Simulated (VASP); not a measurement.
Here is a VASP 6.6.1 calculation.

The input INCAR:

```
PREC     = Accurate       # precision mode
ENCUT    = 520            # plane-wave cutoff, eV
EDIFF    = 1E-7           # SCF threshold, eV
ISMEAR   = -1             # smearing method
SIGMA    = 0.05           # smearing width, eV
LREAL    = F              # projectors in reciprocal space
LASPH    = T              # aspherical terms in the spheres
NELM     = 150            # most SCF steps
ALGO     = Normal         # electronic algorithm
ISIF     = 2              # what is computed and relaxed
LWAVE    = F              # write WAVECAR
LCHARG   = T              # write CHGCAR
ISPIN    = 2              # spin polarisation
MAGMOM   = 1 2 0 0        # initial moments
LORBIT   = 11             # projections on sites
LMAXMIX  = 4              # l up to which the mixer works
GGA      = PS             # functional
LELF     = T              # ELF
LVHAR    = T            
NBANDS   = 28             # bands
```

The input KPOINTS:

```
Automatic mesh
0
Gamma
  9 9 6
```

The input POSCAR:

```
CoNiO2
1.0
    3.0342960520      0.0000000000      0.0000000000
    0.0000000000      3.0342960520      0.0000000000
    0.0000000000      0.0000000000      4.2502479672
Ni Co O
1 1 2
Direct
    0.0000000000      0.0000000000      0.0000000000
    0.5000000000      0.5000000000      0.5000000000
    0.0000000000      0.0000000000      0.5000000000
    0.5000000000      0.5000000000      0.0000000000
```

Potentials or basis: VASP PAW PBE potentials, release 64 (Ni, Co, O).

Launch:

```bash
$ cat potpaw_PBE.64/Ni/POTCAR potpaw_PBE.64/Co/POTCAR potpaw_PBE.64/O/POTCAR > POTCAR
$ mpirun -np 1 vasp_std > vasp.out
```

(1) Predict the net moment.

(2) Estimate the site moments.

Answers

(1) 4.58 μB per cell.

(2) Ni +1.37; Co +2.53; O +0.30, +0.28 μB.
